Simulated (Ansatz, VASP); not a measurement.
## Two plane-wave programs on Os

```
Os
1.0
     2.75308    0.00000    0.00000
    -1.37654    2.38424    0.00000
     0.00000    0.00000    8.83966
Os
4
Direct
  0.00000 0.00000 0.00000
  0.00000 0.00000 0.50000
  0.33333 0.66667 0.25000
  0.66667 0.33333 0.75000
```

Alike in both runs: task single point; functional PBEsol; k mesh 15 × 15 × 4; occupations fermi-dirac, width 0.1 eV; no spin polarisation.

|  | VASP | Ansatz |
| --- | --- | --- |
| version | VASP 6.6.1 | Ansatz 0.2.0 |
| potentials or method | VASP PAW PBE potentials, release 64 (Os), cutoff 520 eV | plane waves (420 eV) with PAW, scalar-relativistic |
| valence electrons in the cell | 32 | 64 |

VASP gave:

| Quantity | Value |
| --- | --- |
| pressure (GPa) | -15.3 |
| traceless stress, the component that is largest in VASP (GPa) | 0.65 |

Q: Estimate Ansatz's values.

A: Pressure (GPa): -15.4; traceless stress, the component that is largest in VASP (GPa): 0.67.

VASP's potentials were made for PBE, not for PBEsol, and Ansatz warns of the same on its side. VASP's potentials hold 32 valence electrons a cell and Ansatz's 64, so a difference there can come from the potentials and not from the codes.

Spin-orbit coupling is off throughout.
